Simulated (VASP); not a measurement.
Crystal: HfN.

```
CELL_PARAMETERS angstrom
0.00000 2.26333 2.26333
2.26333 0.00000 2.26333
2.26333 2.26333 0.00000
ATOMIC_POSITIONS crystal
Hf 0.00000 0.00000 0.00000
N 0.50000 0.50000 0.50000
```

Base run:

```yaml
Program: VASP 6.6.1
Functional: PBE
Potentials_or_basis: VASP PAW PBE potentials, release 64 (Hf_pv, N)
Cutoff: 520 eV
k_mesh: 10 × 10 × 10
Occupations: fermi-dirac, width 0.02 eV
Spin: no spin polarisation
```

Its results: pressure 1.4 GPa.

Q: The run is repeated on the same cell with these changes: functional from PBE to r2SCAN. What comes out?

A: Pressure -2.9 GPa.

Caveats: the PAW data sets were made with another functional, which shifts forces and pressure a little (some runs).
